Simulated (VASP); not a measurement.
Set up this calculation in VASP 6.6.1, as the native input.

- Task: single point
- Functional: PBEsol
- Potentials or basis: VASP PAW PBE potentials, release 64 (B)
- Cutoff: 520 eV
- k mesh: 19 × 19 × 19
- Occupations: fermi-dirac, width 0.1 eV
- Spin: no spin polarisation
- Dipole correction: no
- Further INCAR settings: ALGO = Normal; EDIFF = 1e-06; NBANDS = 8

The structure of B lies in POSCAR:

```
B
1.0
    1.8762912287      0.0000000000      0.0000000000
    0.0000000000      1.8762912287      0.0000000000
    0.0000000000      0.0000000000      1.8762912287
B
1
Direct
    0.0000000000      0.0000000000      0.0000000000
```

One way to write it, as run:

INCAR

```
  PREC = Accurate
  ENCUT = 520
  EDIFF = 1E-6
  ISMEAR = -1
  SIGMA = 0.1
  LREAL = False
  LASPH = True
  NELM = 60
  ALGO = Normal
  ISIF = 2
  LWAVE = False
  LCHARG = False
  GGA = PS
  NBANDS = 8
```

KPOINTS

```
regular mesh
0
Gamma
  19 19 19
```

Potentials or basis: VASP PAW PBE potentials, release 64 (B).

The run is started by

```console
$ cat potpaw_PBE.64/B/POTCAR > POTCAR
$ mpirun -np 1 vasp_std > vasp.out
```

It gave:

The pressure is 0.6 GPa.

Caveat: the PAW data sets were made with another functional, which shifts forces and pressure a little.

It took 7.7 s on 1 thread of Intel Xeon 8259CL, on a shared host, peak memory 0.11 GiB.
